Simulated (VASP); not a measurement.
Wanted: the native input for a VASP 6.6.1 run.

* Task: single point
* Functional: PBEsol
* Potentials or basis: VASP PAW PBE potentials, release 64 (Cu)
* Cutoff: 520 eV
* k mesh: 22 × 22 × 22
* Occupations: gaussian, width 0.15 eV
* Spin: no spin polarisation
* Dipole correction: no
* Further INCAR settings: ALGO = Normal; EDIFF = 1e-06; NBANDS = 12

The structure of Cu lies in POSCAR:

```
Cu
1.0
    0.0000000000      1.8436500000      1.8075000000
    1.8436500000      0.0000000000      1.8075000000
    1.8436500000      1.8436500000      0.0000000000
Cu
1
Direct
    0.0000000000      0.0000000000      0.0000000000
```

This cell differs from its parent crystal: strain +0.0200 x Voigt [1, 1, 0, 0, 0, 0].

The input as run:

INCAR

```
SYSTEM = Cu
  PREC = Accurate
  ENCUT = 520
  EDIFF = 1E-6
  ISMEAR = 0
  SIGMA = 0.15
  LREAL = .FALSE.
  LASPH = .TRUE.
  NELM = 60
  ALGO = Normal
  ISIF = 2
  LWAVE = .FALSE.
  LCHARG = .FALSE.
  GGA = PS
  NBANDS = 12
```

KPOINTS

```
Automatic mesh
0
G
  22 22 22
  0 0 0
```

Potentials or basis: VASP PAW PBE potentials, release 64 (Cu).

Launch:

```sh
$ cat potpaw_PBE.64/Cu/POTCAR > POTCAR
$ mpirun -np 1 vasp_std > vasp.out
```

It gave:

```
Pressure : -10.6 GPa
```

Caveat: the cell differs from its parent crystal (strain +0.0200 x Voigt [1, 1, 0, 0, 0, 0]); the PAW data sets were made with another functional, which shifts forces and pressure a little.

It took 38 s on 1 thread of Intel(R) Xeon(R) 6975P-C (Granite Rapids), on a shared host, peak memory 0.22 GiB.
